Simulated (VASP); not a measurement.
A run of VASP 6.6.1:

POSCAR

```
Zr2Al3C
1.0
    3.4226130000      0.0000000000      0.0000000000
    0.0000000000      3.4226130000      0.0000000000
    0.0000000000      0.0000000000      7.5542610000
C Zr Al
1 2 3
Direct
    0.0000000000      0.0000000000      0.0000000000
    0.0000000000      0.5000000000      0.7365000000
    0.5000000000      0.0000000000      0.2635000000
    0.5000000000      0.5000000000      0.0000000000
    0.0000000000      0.5000000000      0.3835000000
    0.5000000000      0.0000000000      0.6165000000
```

The input INCAR.step1:

```
PREC = Accurate ; ENCUT = 520
ISMEAR = 0 ; SIGMA = 0.1076
LREAL = F ; LASPH = T
NELM = 100 ; NBANDS = 28
GGA = PE ; ALGO = Normal
EDIFF = 1E-4 ; LWAVE = T
LCHARG = F
```

INCAR.step2

```
PREC = Accurate ; ENCUT = 520
EDIFF = 1E-6 ; ISMEAR = 0
SIGMA = 0.1076 ; LREAL = F
LASPH = T ; NELM = 100
ALGO = Normal ; ISIF = 2
LWAVE = F ; LCHARG = F
METAGGA = R2SCAN ; LMIXTAU = T
NBANDS = 28 ; ISTART = 1
```

KPOINTS

```
Automatic mesh
0
Gamma
  10 10 5
```

Potentials or basis: VASP PAW PBE potentials, release 64 (C, Zr_sv, Al).

The run is started by

```bash
$ cat potpaw_PBE.64/C/POTCAR potpaw_PBE.64/Zr_sv/POTCAR potpaw_PBE.64/Al/POTCAR > POTCAR
$ cp INCAR.step1 INCAR
$ mpirun -np 1 vasp_std > vasp.out
$ cp INCAR.step2 INCAR
$ mpirun -np 1 vasp_std > vasp.out
```

Hardware: 1 thread of AMD EPYC 7R13 Processor (Zen 3), on a shared host.

Task: Estimate the wall time of this run.

Result: Run time: 7 min on 1 thread of AMD EPYC 7R13 Processor (Zen 3), on a shared host, peak memory 0.27 GiB. Counts: k points 63.
